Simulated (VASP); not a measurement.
Write the native input for VASP 6.6.1 that does the following.

```
Task                   : relaxation of cell and atoms
Functional             : r2SCAN
Potentials or basis    : VASP PAW PBE potentials, release 64 (Ta_pv)
Cutoff                 : 600 eV
k mesh                 : 11 × 11 × 5
Occupations            : fermi-dirac, width 0.05 eV
Spin                   : no spin polarisation
Target pressure        : 2 GPa
Dipole correction      : no
Further INCAR settings : ALGO = Normal; EDIFF = 1e-06; IBRION = 2; EDIFFG = -0.01; NSW = 60; ISIF = 3
```

Ta:

```
Ta
1.0
     2.90037    0.00000    0.00000
    -1.45019    2.51180    0.00000
     0.00000    0.00000    5.16627
Ta
2
Direct
  0.33333 0.66667 0.25000
  0.66667 0.33333 0.75000
```

This isn't the form of Ta at room conditions, which is bcc.

These files were run (other wordings do the same):

POSCAR

```
Ta
1.0
    2.9003720726      0.0000000000      0.0000000000
   -1.4501860363      2.5117958953      0.0000000000
    0.0000000000      0.0000000000      5.1662740000
Ta
2
Direct
    0.3333333333      0.6666666667      0.2500000000
    0.6666666667      0.3333333333      0.7500000000
```

INCAR.step1

```
SYSTEM = Ta
PREC = Accurate
ENCUT = 600
ISMEAR = -1
SIGMA = 0.05
LREAL = .False.
LASPH = .True.
NELM = 60
GGA = PE
ALGO = Normal
EDIFF = 1E-4
LWAVE = .True.
LCHARG = .False.
```

INCAR.step2

```
SYSTEM = Ta
PREC = Accurate
ENCUT = 600
EDIFF = 1E-6
ISMEAR = -1
SIGMA = 0.05
LREAL = .False.
LASPH = .True.
NELM = 60
ALGO = Normal
ISIF = 3
LWAVE = .False.
LCHARG = .False.
METAGGA = R2SCAN
LMIXTAU = .True.
IBRION = 2
NSW = 60
EDIFFG = -0.01
PSTRESS = 20.0
ISTART = 1
```

KPOINTS

```
Automatic mesh
0
Gamma
  11 11 5
  0 0 0
```

Potentials or basis: VASP PAW PBE potentials, release 64 (Ta_pv).

Command:

```console
$ cat potpaw_PBE.64/Ta_pv/POTCAR > POTCAR
$ cp INCAR.step1 INCAR
$ mpirun -np 1 vasp_std > vasp.out
$ cp INCAR.step2 INCAR
$ mpirun -np 1 vasp_std > vasp.out
```

It gave:

```yaml
Relaxed_volume: 18.34 Å³/atom
Relaxed_cell: a = 2.871 Å, b = 2.871 Å, c = 5.136 Å, α = 90.00°, β = 90.00°, γ = 120.00°
Space_group_after_relaxing_to_0.1_Å: P6_3/mmc (No. 194)
Energy_change_on_relaxing_the_run_minimises_the_enthalpy: -2.1 meV/atom
Ionic_steps: 9
Pressure_after_relaxing: 2.0 GPa
Band_gap_on_the_k_mesh: zero (bands 11 and 12 overlap by 1.55 eV)
```

Caveat: the cell is relaxed towards a set pressure, so the run minimises the enthalpy, not the energy; the PAW data sets were made with another functional, which shifts forces and pressure a little; spin-orbit coupling is left out, which moves the levels of the heavy elements.

Wall time 16 min on 1 thread of Intel Xeon 8259CL, on a shared host, peak memory 0.2 GiB.
